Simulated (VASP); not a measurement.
# BAs in VASP: single point with PBE

Aim: the single point of BAs with PBE.

Everything below comes from runs of VASP 6.6.1. Logs are shortened: lines on timing, memory, paths and dates and some standing lists are left out, and cuts for length are marked.

## 1. The cell of the first run

The cell holds a wire or tube with vacuum around it, 20 atoms: a = 15.800 Å, b = 17.700 Å, c = 3.400 Å, α = 90.00°, β = 90.00°, γ = 90.00°.

## 2. Single point, PBE, collinear spin

File INCAR:

```
SYSTEM = BAs
  PREC = Accurate
  ENCUT = 520
  EDIFF = 1E-7
  ISMEAR = 0
  SIGMA = 0.05
  LREAL = Auto
  LASPH = .TRUE.
  NELM = 150
  ALGO = Fast
  ISIF = 2
  LWAVE = .FALSE.
  LCHARG = .TRUE.
  ISPIN = 2
  MAGMOM = 0.3 0.3 0.3 0.3 0.3 0.3 0.3 0.3 0.3 0.3 0.3 0.3 0.3 0.3 0.3 0.3 0.3 0.3 0.3 0.3
  LORBIT = 11
  GGA = PE
  LELF = .TRUE.
  LVHAR = .TRUE.
  NBANDS = 60
```

File KPOINTS:

```
Automatic mesh
0
G
  1 1 10
  0 0 0
```

File POSCAR:

```
BAs
1.0
   15.8000000000      0.0000000000      0.0000000000
    0.0000000000     17.7000000000      0.0000000000
    0.0000000000      0.0000000000      3.4003508876
B As
10 10
Direct
    0.5000000000      0.5339606098      0.0000000000
    0.5000000000      0.2622757317      0.0000000000
    0.3923939593      0.6698030488      0.5000000000
    0.3923939593      0.3981181707      0.5000000000
    0.6076060407      0.6698030488      0.5000000000
    0.6076060407      0.3981181707      0.5000000000
    0.2847879185      0.5339606098      0.0000000000
    0.2847879185      0.2622757317      0.0000000000
    0.7152120815      0.5339606098      0.0000000000
    0.7152120815      0.2622757317      0.0000000000
    0.5000000000      0.6018818293      0.5000000000
    0.5000000000      0.3301969512      0.5000000000
    0.6076060407      0.7377242683      0.0000000000
    0.6076060407      0.4660393902      0.0000000000
    0.3923939593      0.7377242683      0.0000000000
    0.3923939593      0.4660393902      0.0000000000
    0.2847879185      0.6018818293      0.5000000000
    0.2847879185      0.3301969512      0.5000000000
    0.7152120815      0.6018818293      0.5000000000
    0.7152120815      0.3301969512      0.5000000000
```

Potentials or basis: VASP PAW PBE potentials, release 64 (B, As).

Command:

```bash
cat potpaw_PBE.64/B/POTCAR potpaw_PBE.64/As/POTCAR > POTCAR
mpirun -np 1 vasp_std > vasp.out
```

OUTCAR:

```text
SYSTEM = BAs
   PREC = Accurate
   ENCUT = 520
   EDIFF = 1E-7
   ISMEAR = 0
   LREAL = Auto
   LASPH = .TRUE.
   NELM = 150
   ISIF = 2
   ISPIN = 2
   LORBIT = 11
   GGA = PE

 ion  position               nearest neighbor table
   1  0.500  0.534  0.000-  11 2.08  11 2.08  16 2.08  14 2.08
   2  0.500  0.262  0.000-  12 2.08  12 2.08
   3  0.392  0.670  0.500-  11 2.08  15 2.08  15 2.08  17 2.08
   4  0.392  0.398  0.500-  12 2.08  16 2.08  16 2.08  18 2.08
   5  0.608  0.670  0.500-  11 2.08  13 2.08  13 2.08  19 2.08
   6  0.608  0.398  0.500-  12 2.08  14 2.08  14 2.08  20 2.08
   7  0.285  0.534  0.000-  17 2.08  17 2.08  16 2.08
   8  0.285  0.262  0.000-  18 2.08  18 2.08
   9  0.715  0.534  0.000-  19 2.08  19 2.08  14 2.08
  10  0.715  0.262  0.000-  20 2.08  20 2.08
  11  0.500  0.602  0.500-   3 2.08   5 2.08   1 2.08   1 2.08
  12  0.500  0.330  0.500-   4 2.08   6 2.08   2 2.08   2 2.08
  13  0.608  0.738  0.000-   5 2.08   5 2.08
  14  0.608  0.466  0.000-   6 2.08   6 2.08   1 2.08   9 2.08
  15  0.392  0.738  0.000-   3 2.08   3 2.08
  16  0.392  0.466  0.000-   4 2.08   4 2.08   1 2.08   7 2.08
  17  0.285  0.602  0.500-   7 2.08   7 2.08   3 2.08
  18  0.285  0.330  0.500-   8 2.08   8 2.08   4 2.08
  19  0.715  0.602  0.500-   9 2.08   9 2.08   5 2.08
  20  0.715  0.330  0.500-  10 2.08  10 2.08   6 2.08

  LATTYP: Found a simple orthorhombic cell.
 ALAT       =     3.4003508876
 B/A-ratio  =     4.6465792862
 C/A-ratio  =     5.2053451497

  Lattice vectors:

 A1 = (   0.0000000000,   0.0000000000,   3.4003508876)
 A2 = (  15.8000000000,   0.0000000000,   0.0000000000)
 A3 = (   0.0000000000,  17.7000000000,   0.0000000000)

Analysis of symmetry for initial positions (statically):
=====================================================================
 Subroutine PRICEL returns:
 Original cell was already a primitive cell.

 Routine SETGRP: Setting up the symmetry group for a
 simple orthorhombic supercell.

 Subroutine GETGRP returns: Found  4 space group operations
 (whereof  4 operations were pure point group operations)
 out of a pool of  8 trial point group operations.

The static configuration has the point symmetry C_2v.

Analysis of symmetry for dynamics (positions and initial velocities):
=====================================================================
 Subroutine PRICEL returns:
 Original cell was already a primitive cell.

 Routine SETGRP: Setting up the symmetry group for a
 simple orthorhombic supercell.

[... 179 lines left out ...]
  ext. energy  EPLUGINS =         0.00000000
  ---------------------------------------------------
  free energy    TOTEN  =       -97.41821372 eV

  energy without entropy =      -97.40434902  energy(sigma->0) =      -97.41128137

 E-fermi :  -2.0885     XC(G=0):  -4.2868

 val. band max:       -2.0990959934   @ k =   0.0000   0.0000   0.2000
 cond. band min:      -2.0728453337   @ k =   0.0000   0.0000   0.4000
 fundamental gap:      0.0262506597
 Fermi energy:        -2.0885092148

 spin component 1

 k-point     1 :       0.0000    0.0000    0.0000
  band No.  band energies     occupation
      1     -16.4895      1.00000
      2     -15.5100      1.00000
      3     -15.4540      1.00000
      4     -14.4427      1.00000
      5     -14.3944      1.00000
      6     -14.0152      1.00000
[... 319 lines left out ...]
     51       1.2968      0.00000
     52       1.6272      0.00000
 Fermi energy:        -2.0885092148

 spin component 2

 k-point     1 :       0.0000    0.0000    0.0000
  band No.  band energies     occupation
      1     -16.4526      1.00000
      2     -15.4617      1.00000
      3     -15.4328      1.00000
      4     -14.4174      1.00000
      5     -14.3234      1.00000
      6     -13.9678      1.00000
[... 319 lines left out ...]
     51       1.6903      0.00000
     52       1.9198      0.00000
 [bands above 52 left out]

------------------------ aborting loop because EDIFF is reached ----------------------------------------

  FORCE on cell =-STRESS in cart. coord.  units (eV):
  Direction    XX          YY          ZZ          XY          YZ          ZX
  --------------------------------------------------------------------------------------
  -------------------------------------------------------------------------------------
  Total       -3.4660838     -7.4549831     -6.6838312      0.0000000      0.0000000      0.0000000
  in kB       -5.8397675    -12.5603910    -11.2611299      0.0000000      0.0000000      0.0000000
  external PRESSURE =      -9.8870962 kB  Pullay stress =       0.0000000 kB

 VOLUME and BASIS-vectors are now :
 -----------------------------------------------------------------------------
  energy-cutoff  :      520.00
  volume of cell :      950.94
      direct lattice vectors                 reciprocal lattice vectors
    15.800000000  0.000000000  0.000000000     0.063291139  0.000000000  0.000000000
     0.000000000 17.700000000  0.000000000     0.000000000  0.056497175  0.000000000
     0.000000000  0.000000000  3.400350888     0.000000000  0.000000000  0.294087297

 POSITION                                       TOTAL-FORCE (eV/Angst)
 -----------------------------------------------------------------------------------
      7.90000      9.45110      0.00000         0.000000      0.579735      0.000000
      7.90000      4.64228      0.00000         0.000000      1.289935      0.000000
      6.19982     11.85551      1.70018         0.449656      0.137365      0.000000
      6.19982      7.04669      1.70018         0.130036     -0.068456      0.000000
      9.60018     11.85551      1.70018        -0.449656      0.137365     -0.000000
      9.60018      7.04669      1.70018        -0.130036     -0.068456      0.000000
[... 12 lines left out ...]
     11.30035     10.65331      1.70018         1.417884     -1.298943      0.000000
     11.30035      5.84449      1.70018         0.478219     -1.934150      0.000000
 -----------------------------------------------------------------------------------
    total drift:                               -0.000000     -0.055447      0.000000

  FREE ENERGIE OF THE ION-ELECTRON SYSTEM (eV)
  ---------------------------------------------------
  free  energy   TOTEN  =       -97.4182137197 eV

  energy  without entropy=      -97.4043490233  energy(sigma->0) =      -97.41128137

 total charge

# of ion       s       p       d       tot
------------------------------------------
    1        0.671   1.139   0.000   1.810
    2        0.737   0.825   0.000   1.562
    3        0.680   1.108   0.000   1.788
    4        0.671   1.130   0.000   1.801
    5        0.680   1.108   0.000   1.788
    6        0.671   1.130   0.000   1.801
[... 12 lines left out ...]
   19        1.215   1.543   0.059   2.817
   20        1.217   1.543   0.057   2.818
--------------------------------------------------
tot         19.155  25.383   0.671  45.209

 magnetization (x)

# of ion       s       p       d       tot
------------------------------------------
    1        0.004   0.001   0.000   0.004
    2        0.119   0.308   0.000   0.428
    3        0.001  -0.012   0.000  -0.011
    4        0.007   0.018   0.000   0.026
    5        0.001  -0.012   0.000  -0.011
    6        0.007   0.018   0.000   0.026
[... 12 lines left out ...]
   19       -0.003  -0.036  -0.000  -0.038
   20        0.001   0.018   0.008   0.027
--------------------------------------------------
tot          0.345   0.722   0.028   1.096
```

It took 82 min on 1 thread of Oxide Virtual Turin-like, shared host; peak memory 1.5 GiB.

What came out:

```
Free energy                                           : -97.4182 eV
Largest force                                         : 2.473 eV/Å
Net moment                                            : 2.38 μB per cell
Site moments                                          : B +0.00, +0.43, -0.01, +0.03, +0.34 (each value once); As -0.02, +0.04, +0.00, -0.04, +0.03 (each value once) μB
Valence electrons inside the program's atomic spheres : B 1.81, 1.56, 1.79, 1.80, 1.66, 1.55 (each value once); As 2.88, 2.72, 2.87, 2.82 (each value once)
```

Forces in eV/Å, atoms in the order of the input:
```
B    0.000  0.580  0.000
B    0.000  1.290  0.000
B    0.450  0.137  0.000
B    0.130 -0.068  0.000
B   -0.450  0.137  0.000
B   -0.130 -0.068  0.000
B    1.736  1.761  0.000
B    0.265  1.970  0.000
B   -1.736  1.761  0.000
B   -0.265  1.970  0.000
As   0.000 -0.362  0.000
As   0.000 -1.053  0.000
As  -0.804  0.070  0.000
As   0.581 -0.865  0.000
As   0.804  0.070  0.000
As  -0.581 -0.865  0.000
As  -1.418 -1.299  0.000
As  -0.478 -1.934  0.000
As   1.418 -1.299  0.000
As   0.478 -1.934  0.000
```

Caveat: a moment this small can come from the mesh or the smearing.
